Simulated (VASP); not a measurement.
Input of a VASP 6.6.1 run:

File POSCAR:

```
Sc
1.0
    3.3120073952      0.0000000000      0.0000000000
   -1.6560036976      2.8682825417      0.0000000000
    0.0000000000      0.0000000000      5.1605064636
Sc
2
Direct
    0.3333333333      0.6666666667      0.7500000000
    0.6666666667      0.3333333333      0.2500000000
```

File INCAR.step1:

```
ALGO = Normal
EDIFF = 1E-4
ENCUT = 520
GGA = PE
ISMEAR = 0
LASPH = T
LCHARG = F
LREAL = F
LWAVE = T
NBANDS = 18
NELM = 80
PREC = Accurate
SIGMA = 0.05
```

The input INCAR.step2:

```
ALGO = Normal
EDIFF = 1E-7
ENCUT = 520
ISIF = 2
ISMEAR = 0
ISTART = 1
LASPH = T
LCHARG = T
LELF = T
LMIXTAU = T
LREAL = F
LVHAR = T
LWAVE = F
METAGGA = R2SCAN
NBANDS = 18
NELM = 80
PREC = Accurate
SIGMA = 0.05
```

Contents of KPOINTS:

```
k-points
0
Gamma
  14 14 8
```

Potentials or basis: VASP PAW PBE potentials, release 64 (Sc_sv).

Launch:

```console
$ cat potpaw_PBE.64/Sc_sv/POTCAR > POTCAR
$ cp INCAR.step1 INCAR
$ mpirun -np 1 vasp_std > vasp.out
$ cp INCAR.step2 INCAR
$ mpirun -np 1 vasp_std > vasp.out
```

Problem. Estimate the pressure.

Solution. 1.1 GPa.

Problem. What does it give for the band gap on the k mesh?

Solution. Zero (bands 11 and 12 overlap by 1.60 eV).

Caveat: the PAW data sets were made with another functional, which shifts forces and pressure a little.
